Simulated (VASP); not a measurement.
# PbO (P4/nmm) in VASP: a series of runs

The runs below take PbO through single point, with PBE+D3(BJ).

All numbers are computed with VASP 6.6.1; they aren't measurements. Logs are shortened: lines on timing, memory, paths and dates and some standing lists are left out, and cuts for length are marked.

### 1 The cell of the first run

Symmetry: P4/nmm, No. 129, tetragonal system. The conventional cell has a = 3.776 Å, b = 3.776 Å, c = 4.771 Å, α = 90.00°, β = 90.00°, γ = 90.00°. Within 2.9 Å of Pb (site symmetry 4mm) lie 4 O at 2.20 Å. O (site symmetry -4m2) has 4 Pb at 2.20 Å and 4 O at 2.67 Å within 2.9 Å.

### 2 Single point, PBE+D3(BJ) (strain -0.050 along x and y, -0.050 along z)

Input file INCAR:

```
SYSTEM = PbO
ALGO = Normal
EDIFF = 1E-6
ENCUT = 520
GGA = PE
ISIF = 2
ISMEAR = 0
IVDW = 12
LASPH = .True.
LCHARG = .False.
LREAL = .False.
LWAVE = .False.
NBANDS = 28
NELM = 80
PREC = Accurate
SIGMA = 0.05
```

Input file KPOINTS:

```
k-points
0
Gamma
  8 8 6
  0 0 0
```

Input file POSCAR:

```
PbO
1.0
    3.7756800000      0.0000000000      0.0000000000
    0.0000000000      3.7756800000      0.0000000000
    0.0000000000      0.0000000000      4.7709000000
Pb O
2 2
Direct
    0.0000000000      0.5000000000      0.2351000000
    0.5000000000      0.0000000000      0.7649000000
    0.0000000000      0.0000000000      0.0000000000
    0.5000000000      0.5000000000      0.0000000000
```

Potentials or basis: VASP PAW PBE potentials, release 64 (Pb_d, O).

On the command line:

```
> cat potpaw_PBE.64/Pb_d/POTCAR potpaw_PBE.64/O/POTCAR > POTCAR
> mpirun -np 1 vasp_std > vasp.out
```

OUTCAR:

```text
SYSTEM = PbO
   EDIFF = 1E-6
   ENCUT = 520
   GGA = PE
   ISIF = 2
   ISMEAR = 0
   IVDW = 12
   LASPH = .True.
   LREAL = .False.
   NELM = 80
   PREC = Accurate
 IVDW          = 12

 ion  position               nearest neighbor table
   1  0.000  0.500  0.235-   3 2.20   4 2.20   3 2.20   4 2.20   2 3.49   2 3.49   2 3.49   2 3.49
                             2 3.68   2 3.68   2 3.68   2 3.68
   2  0.500  0.000  0.765-   3 2.20   4 2.20   4 2.20   3 2.20   1 3.49   1 3.49   1 3.49   1 3.49
                             1 3.68   1 3.68   1 3.68   1 3.68
   3  0.000  0.000  0.000-   1 2.20   2 2.20   1 2.20   2 2.20
   4  0.500  0.500  0.000-   1 2.20   2 2.20   2 2.20   1 2.20

  LATTYP: Found a simple tetragonal cell.
 ALAT       =     3.7756800000
 C/A-ratio  =     1.2635869565

  Lattice vectors:

 A1 = (   3.7756800000,   0.0000000000,   0.0000000000)
 A2 = (   0.0000000000,   3.7756800000,   0.0000000000)
 A3 = (   0.0000000000,   0.0000000000,   4.7709000000)

Analysis of symmetry for initial positions (statically):
=====================================================================
 Subroutine PRICEL returns:
 Original cell was already a primitive cell.

 Routine SETGRP: Setting up the symmetry group for a
 simple tetragonal supercell.

 Subroutine GETGRP returns: Found 16 space group operations
 (whereof  8 operations were pure point group operations)
 out of a pool of 16 trial point group operations.

The static configuration has the point symmetry D_2d.
 The point group associated with its full space group is D_4h.

Analysis of symmetry for dynamics (positions and initial velocities):
=====================================================================
 Subroutine PRICEL returns:
 Original cell was already a primitive cell.

 Routine SETGRP: Setting up the symmetry group for a
 simple tetragonal supercell.

 Subroutine GETGRP returns: Found 16 space group operations
 (whereof  8 operations were pure point group operations)
 out of a pool of 16 trial point group operations.

The dynamic configuration has the point symmetry D_2d.
 The point group associated with its full space group is D_4h.

 Subroutine INISYM returns: Found 16 space group operations
 (whereof  8 operations are pure point group operations),
 and found     1 'primitive' translations

----------------------------------------------------------------------------------------

                                     Primitive cell

  volume of cell :      68.0128

  direct lattice vectors                    reciprocal lattice vectors
     3.775680000  0.000000000  0.000000000     0.264852954  0.000000000  0.000000000
     0.000000000  3.775680000  0.000000000     0.000000000  0.264852954  0.000000000
     0.000000000  0.000000000  4.770900000     0.000000000  0.000000000  0.209604058

  length of vectors
     3.775680000  3.775680000  4.770900000     0.264852954  0.264852954  0.209604058

  position of ions in fractional coordinates (direct lattice)
     0.000000000  0.500000000  0.235100000
     0.500000000  0.000000000  0.764900000
     0.000000000  0.000000000  0.000000000
     0.500000000  0.500000000  0.000000000

  ion indices of the primitive-cell ions
   primitive index   ion index
                 1           1
                 2           2
                 3           3
                 4           4

----------------------------------------------------------------------------------------

 KPOINTS: k-points

Automatic generation of k-mesh.
 Grid dimensions read from file:
 generate k-points for:    8    8    6

 Generating k-lattice:

  Cartesian coordinates                     Fractional coordinates (reciprocal lattice)
     0.033106619  0.000000000  0.000000000     0.125000000  0.000000000  0.000000000
     0.000000000  0.033106619  0.000000000     0.000000000  0.125000000  0.000000000
     0.000000000  0.000000000  0.034934010     0.000000000  0.000000000  0.166666667

  Length of vectors
     0.033106619  0.033106619  0.034934010

  Shift w.r.t. Gamma in fractional coordinates (k-lattice)
     0.000000000  0.000000000  0.000000000

 Subroutine IBZKPT returns following result:
 ===========================================

 Found     60 irreducible k-points:

 Following reciprocal coordinates:
            Coordinates               Weight
  0.000000  0.000000  0.000000      1.000000
  0.125000  0.000000  0.000000      4.000000
  0.250000  0.000000  0.000000      4.000000
  0.375000  0.000000  0.000000      4.000000
  0.500000  0.000000  0.000000      2.000000
  0.125000  0.125000  0.000000      4.000000
[... 16 lines left out ...]
  0.375000  0.125000  0.166667     16.000000
  0.500000  0.125000  0.166667      8.000000
 [... further k-points ...]
   k-points           NKPTS =     60   k-points in BZ     NKDIM =     60   number of bands    NBANDS=     28
   number of dos      NEDOS =    301   number of ions     NIONS =      4
   total plane-waves  NPLWV =  28224
   dimension x,y,z NGX =    28 NGY =   28 NGZ =   36
   dimension x,y,z NGXF=    56 NGYF=   56 NGZF=   72
   ions per type =               2   2
   NGX,Y,Z   is equivalent  to a cutoff of  12.33, 12.33, 12.54 a.u.
   NGXF,Y,Z  is equivalent  to a cutoff of  24.66, 24.66, 25.09 a.u.
 SYSTEM =  PbO
   PREC   = accura    normal or accurate (medium, high low for compatibility)
   ISTART =      0    job   : 0-new  1-cont  2-samecut
   ICHARG =      2    charge: 1-file 2-atom 10-const
   ISPIN  =      1    spin polarized calculation?
   LNONCOLLINEAR =      F non collinear calculations
   LSORBIT =      F    spin-orbit coupling
   LASPH  =      T    aspherical Exc in radial PAW
   ENCUT  =  520.0 eV  38.22 Ry    6.18 a.u.   7.02  7.02  8.87*2*pi/ulx,y,z
   NELM   =     80;   NELMIN=  2; NELMDL= -5     # of ELM steps
   EDIFF  = 0.1E-05   stopping-criterion for ELM
   LREAL  =      F    real-space projection
   EDIFFG = 0.1E-04   stopping-criterion for IOM
   NSW    =      0    number of steps for IOM
   IBRION =     -1    ionic relax: 0-MD 1-quasi-New 2-CG
   NFREE  =      0    steps in history (QN), initial steepest desc. (CG)
   ISIF   =      2    stress and relaxation
   ISYM   =      2    0-nonsym 1-usesym 2-fastsym
   POTIM  = 0.5000    time-step for ionic-motion
   TEBEG  =    0.0;   TEEND  =   0.0 temperature during run
   PSTRESS=    0.0 pullay stress
   NELECT =      40.0000    total number of electrons
   NUPDOWN=      -1.0000    fix difference up-down
   EMIN   =  10.00;   EMAX   =-10.00  energy-range for DOS
   EFERMI =   0.00;   METHOD = LEGACY
   ISMEAR =     0;   SIGMA  =   0.05  broadening in eV -4-tet -1-fermi 0-gaus
   EFERMI_NEDOS =   21; number of points for ismear=-14 and -15
   IALGO  =     38    algorithm
   IMIX   =      4    mixing-type and parameters
     AMIX     =   0.40;   BMIX     =  1.00
     AMIX_MAG =   1.60;   BMIX_MAG =  1.00
  volume/ion in A,a.u.               =      17.00       114.74
  Fermi-wavevector in a.u.,A,eV,Ry     =   1.371612  2.591971 25.596905  1.881319
  Thomas-Fermi vector in A             =   2.497293
   LORBIT       =      0    0 simple, 1 ext, 2 COOP (PROOUT), +10 PAW based schemes
   GGA     = PE    functional components
   LHFCALC =     F    Hartree Fock is set to
   AEXX    =    0.0000 exact exchange contribution
   IVDW    =    12    specifies the selected vdW correction
   LEPSILON=     F    determine dielectric tensor
   LRPA    =     F    only Hartree local field effects (RPA)
 non-spin polarized calculation
 Gauss-broadening in eV      SIGMA  =   0.05
  energy-cutoff  :      520.00
  volume of cell :       68.01
 maximum number of plane-waves:      1868
   NGX = 15   NGY = 15   NGZ = 17

 number of electron      40.0000003 magnetization

 Free energy of the ion-electron system (eV)
  ---------------------------------------------------
  ext. energy  EPLUGINS =         0.00000000
  ---------------------------------------------------
  free energy    TOTEN  =       -20.42636344 eV

  energy without entropy =      -20.42636344  energy(sigma->0) =      -20.42636344

 E-fermi :   7.5479     XC(G=0): -10.6430

 val. band max:        7.3326505517   @ k =   0.1250   0.0000   0.0000
 cond. band min:       8.2485604952   @ k =   0.5000   0.5000   0.0000
 fundamental gap:      0.9159099435
 Fermi energy:         7.5478634830

 k-point     1 :       0.0000    0.0000    0.0000
  band No.  band energies     occupation
      1     -12.9685      2.00000
      2     -12.0026      2.00000
      3      -9.2958      2.00000
      4      -9.2958      2.00000
      5      -9.1745      2.00000
      6      -9.1724      2.00000
[... 20 lines left out ...]
     27      14.9790      0.00000
     28      15.3112      0.00000

 k-point     2 :       0.1250    0.0000    0.0000
  band No.  band energies     occupation
      1     -12.9144      2.00000
      2     -12.0237      2.00000
      3      -9.2832      2.00000
      4      -9.2795      2.00000
      5      -9.1593      2.00000
      6      -9.1500      2.00000
[... 20 lines left out ...]
     27      15.2049      0.00000
     28      16.6572      0.00000

 k-point     3 :       0.2500    0.0000    0.0000
  band No.  band energies     occupation
      1     -12.7692      2.00000
      2     -12.0917      2.00000
      3      -9.2480      2.00000
      4      -9.2348      2.00000
      5      -9.1178      2.00000
      6      -9.0858      2.00000
[... 20 lines left out ...]
     27      15.5416      0.00000
     28      18.7677      0.00000

 k-point     4 :       0.3750    0.0000    0.0000
  band No.  band energies     occupation
      1     -12.5750      2.00000
      2     -12.2116      2.00000
      3      -9.1974      2.00000
      4      -9.1763      2.00000
      5      -9.0958      2.00000
      6      -9.0860      2.00000
[... 20 lines left out ...]
     27      16.0308      0.00000
     28      17.9434      0.00000

 k-point     5 :       0.5000    0.0000    0.0000
  band No.  band energies     occupation
      1     -12.3785      2.00000
      2     -12.3785      2.00000
      3      -9.1408      2.00000
      4      -9.1408      2.00000
      5      -9.1228      2.00000
      6      -9.1228      2.00000
[... 20 lines left out ...]
     27      16.7259      0.00000
     28      16.7259      0.00000

 k-point     6 :       0.1250    0.1250    0.0000
  band No.  band energies     occupation
      1     -12.8633      2.00000
      2     -12.0423      2.00000
      3      -9.2861      2.00000
      4      -9.2458      2.00000
      5      -9.1467      2.00000
      6      -9.1297      2.00000
[... 463 lines left out ...]
      5      -9.1561      2.00000
      6      -9.1145      2.00000
[... 20 lines left out ...]
     27      16.0500      0.00000
     28      17.1291      0.00000

 k-point    22 :       0.2500    0.1250    0.1667
  band No.  band energies     occupation
      1     -12.7236      2.00000
      2     -12.1017      2.00000
      3      -9.2429      2.00000
      4      -9.1989      2.00000
      5      -9.1170      2.00000
      6      -9.0635      2.00000
[... 20 lines left out ...]
     27      16.7515      0.00000
     28      17.9177      0.00000

 k-point    23 :       0.3750    0.1250    0.1667
  band No.  band energies     occupation
      1     -12.5463      2.00000
      2     -12.2129      2.00000
      3      -9.2030      2.00000
      4      -9.1541      2.00000
      5      -9.1062      2.00000
      6      -9.0652      2.00000
[... 20 lines left out ...]
     27      16.9712      0.00000
     28      17.3364      0.00000

 k-point    24 :       0.5000    0.1250    0.1667
  band No.  band energies     occupation
      1     -12.3665      2.00000
      2     -12.3665      2.00000
      3      -9.1625      2.00000
      4      -9.1625      2.00000
      5      -9.0918      2.00000
      6      -9.0918      2.00000
[... 20 lines left out ...]
     27      17.1263      0.00000
     28      17.1263      0.00000

 [... further k-points ...]

------------------------ aborting loop because EDIFF is reached ----------------------------------------

 Edisp (eV)   -1.11722

 E8    (eV) :    -0.5111

  FORCE on cell =-STRESS in cart. coord.  units (eV):
  Direction    XX          YY          ZZ          XY          YZ          ZX
  --------------------------------------------------------------------------------------
  -------------------------------------------------------------------------------------
  Total      10.24883    10.24883     8.13390     0.00000     0.00000     0.00000
  in kB     241.43171   241.43171   191.61030     0.00000     0.00000     0.00000
  external pressure =      224.82 kB  Pullay stress =        0.00 kB

 VOLUME and BASIS-vectors are now :
 -----------------------------------------------------------------------------
  energy-cutoff  :      520.00
  volume of cell :       68.01
      direct lattice vectors                 reciprocal lattice vectors
     3.775680000  0.000000000  0.000000000     0.264852954  0.000000000  0.000000000
     0.000000000  3.775680000  0.000000000     0.000000000  0.264852954  0.000000000
     0.000000000  0.000000000  4.770900000     0.000000000  0.000000000  0.209604058

 POSITION                                       TOTAL-FORCE (eV/Angst)
 -----------------------------------------------------------------------------------
      0.00000      1.88784      1.12164        -0.000000      0.000000      3.203257
      1.88784      0.00000      3.64926        -0.000000     -0.000000     -3.203257
      0.00000      0.00000      0.00000        -0.000000      0.000000      0.000000
      1.88784      1.88784      0.00000         0.000000     -0.000000      0.000000
 -----------------------------------------------------------------------------------
    total drift:                                0.000000      0.000000      0.000000

  FREE ENERGIE OF THE ION-ELECTRON SYSTEM (eV)
  ---------------------------------------------------
  free  energy   TOTEN  =       -21.5435877798 eV

  energy  without entropy=      -21.5435877798  energy(sigma->0) =      -21.54358778
```

It took 56 s on 1 thread of AMD EPYC 9R45 (Zen 5), shared host; peak memory 0.21 GiB.

Results:

```
Free energy                : -21.5436 eV
Pressure                   : 22.5 GPa
Largest force              : 3.203 eV/Å
Band gap on the k mesh     : 0.92 eV (least direct gap 2.48 eV)
Dispersion energy per atom : -0.279 eV
```

Forces in eV/Å, atoms in the order of the input:
```
Pb   0.000  0.000  3.203
Pb   0.000  0.000 -3.203
O    0.000  0.000  0.000
O    0.000  0.000  0.000
```

Stress tensor (GPa, compression positive):
```
24.14  0.00  0.00
 0.00 24.14  0.00
 0.00  0.00 19.16
```

Caveat: the cell differs from its parent crystal (strain -0.050 along x and y, -0.050 along z); the cell stands under pressure; spin-orbit coupling is left out, which moves the levels of the heavy elements; forces of over 1 eV/Å act on the atoms, so gaps and moduli don't describe the material at rest. A k mesh can miss the band edges.

### 3 Single point, PBE+D3(BJ) (strain -0.050 along x and y, +0.000 along z)

Input file INCAR:

```
SYSTEM = PbO
PREC = Accurate
ENCUT = 520
EDIFF = 1E-6
ISMEAR = 0
SIGMA = 0.05
LREAL = .FALSE.
LASPH = .TRUE.
NELM = 60
ALGO = Normal
ISIF = 2
LWAVE = .FALSE.
LCHARG = .FALSE.
GGA = PE
IVDW = 12
NBANDS = 28
```

Input file KPOINTS:

```
regular mesh
0
G
  8 8 6
  0 0 0
```

POSCAR, as its differences from that of step 2:

```diff
@@ -4,3 +4,3 @@
     0.0000000000      3.7756800000      0.0000000000
-    0.0000000000      0.0000000000      4.7709000000
+    0.0000000000      0.0000000000      5.0220000000
 Pb O
```

Potentials or basis: VASP PAW PBE potentials, release 64 (Pb_d, O).

On the command line:

```
> cat potpaw_PBE.64/Pb_d/POTCAR potpaw_PBE.64/O/POTCAR > POTCAR
> mpirun -np 1 vasp_std > vasp.out
```

Wall time 57 s (1 thread of AMD EPYC 9R45 (Zen 5), shared host); peak memory 0.22 GiB.

Results (log left out):

- Free energy: -21.8920 eV
- Pressure: 15.4 GPa
- Largest force: 2.024 eV/Å
- Band gap on the k mesh: 0.89 eV (least direct gap 2.52 eV)
- Dispersion energy per atom: -0.265 eV

Forces on the atoms (eV/Å):
```
Pb   0.000  0.000  2.024
Pb   0.000  0.000 -2.024
O    0.000  0.000  0.000
O    0.000  0.000  0.000
```

Stress tensor (GPa, compression positive):
```
17.24  0.00  0.00
 0.00 17.24  0.00
 0.00  0.00 11.73
```

Levels at points of the mesh, in eV from the valence-band top:
```tsv
k point	band 17	band 18	band 19	band 20	band 21	band 22	band 23	band 24
(0.00, 0.00, 0.00)	-2.43	-2.29	-2.29	0.00	2.54	5.22	5.86	5.86
(0.50, 0.00, 0.00)	-3.82	-3.82	-2.36	-2.36	3.28	3.28	6.80	6.80
(0.50, 0.50, 0.00)	-2.13	-2.13	-1.63	-1.63	0.89	0.89	5.03	5.03
(0.00, 0.00, 0.50)	-2.45	-2.32	-2.32	-1.83	2.13	4.00	4.00	4.61
(0.50, 0.00, 0.50)	-3.80	-3.80	-1.56	-1.56	2.87	2.87	6.71	6.71
(0.50, 0.50, 0.50)	-2.66	-2.66	-1.63	-1.63	3.13	3.13	4.61	4.61
```

Caveat: the cell differs from its parent crystal (strain -0.050 along x and y, +0.000 along z); the cell stands under pressure; spin-orbit coupling is left out, which moves the levels of the heavy elements; forces of over 1 eV/Å act on the atoms, so gaps and moduli don't describe the material at rest.
